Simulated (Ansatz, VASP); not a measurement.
## Ru: VASP beside Ansatz

```
Ru
1.0
     2.68952    0.00000    0.00000
    -1.34476    2.32920    0.00000
     0.00000    0.00000    4.50704
Ru
2
Direct
  0.33333 0.66667 0.25000
  0.66667 0.33333 0.75000
```

Change from the starting cell: strain +0.0600 x Voigt [0, 0, 1, 0, 0, 0], atoms carried along.

Alike in both runs: task single point; functional PBEsol; k mesh 24 × 24 × 14; occupations gaussian, width 0.15 eV; no spin polarisation.

```csv
,VASP,Ansatz
version,VASP 6.6.1,Ansatz 0.2.0
potentials or method,"VASP PAW PBE potentials, release 64 (Ru_pv), cutoff 520 eV","scalar-relativistic, plane waves, PAW"
valence electrons in the cell,28,32
```

|  | VASP | Ansatz | Ansatz less VASP |
| --- | --- | --- | --- |
| gap on the k mesh at the Fermi level (eV) | none | none | - |
| pressure (GPa) | -17.2 | -16.9 | +0.26 |
| traceless stress, the component that is largest in VASP (GPa) | -16.71 | -16.72 | -0.014 |

VASP's potentials were made for PBE, not for PBEsol. A gap of «none» marks a metal or a gap that the smearing closes. VASP's potentials hold 28 valence electrons a cell and Ansatz's 32, so a difference there can come from the potentials and not from the codes.
